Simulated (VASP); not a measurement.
Set up this calculation in VASP 6.6.1, as the native input.

| Quantity | Value |
| --- | --- |
| Task | single point |
| Functional | PBE |
| Potentials or basis | VASP PAW PBE potentials, release 64 (Te) |
| Cutoff | 520 eV |
| k mesh | 15 × 15 × 15 |
| Occupations | gaussian, width 0.1 eV |
| Spin | no spin polarisation |
| Dipole correction | no |
| Further INCAR settings | ALGO = Normal; EDIFF = 1e-07; NBANDS = 9 |

The structure of Te lies in POSCAR:

```
Te
1.0
    2.3529447913      1.3584733087      1.6747205483
   -2.3529447913      1.3584733087      1.6747205483
    0.0000000000     -2.7169466172      1.6747205483
Te
1
Direct
    0.5000000000      0.5000000000      0.5000000000
```

This cell differs from its parent crystal: strained.

These files were run (other wordings do the same):

INCAR

```
SYSTEM = Te
ALGO = Normal
EDIFF = 1E-7
ENCUT = 520
GGA = PE
ISIF = 2
ISMEAR = 0
LASPH = .TRUE.
LCHARG = .FALSE.
LREAL = .FALSE.
LWAVE = .FALSE.
NBANDS = 9
NELM = 80
PREC = Accurate
SIGMA = 0.1
```

KPOINTS

```
k-points
0
G
  15 15 15
  0 0 0
```

Potentials or basis: VASP PAW PBE potentials, release 64 (Te).

Launch:

```bash
$ cat potpaw_PBE.64/Te/POTCAR > POTCAR
$ mpirun -np 1 vasp_std > vasp.out
```

Results of the run:

| Quantity | Value |
| --- | --- |
| Pressure | 0.3 GPa |
| Band gap on the k mesh | zero (bands 3 and 4 overlap by 4.59 eV) |

Caveat: the cell differs from its parent crystal (strained); spin-orbit coupling is left out, which moves the levels of the heavy elements.

Wall time 47 s on 1 thread of Intel Xeon 8259CL, with other jobs on the host, peak memory 0.21 GiB.
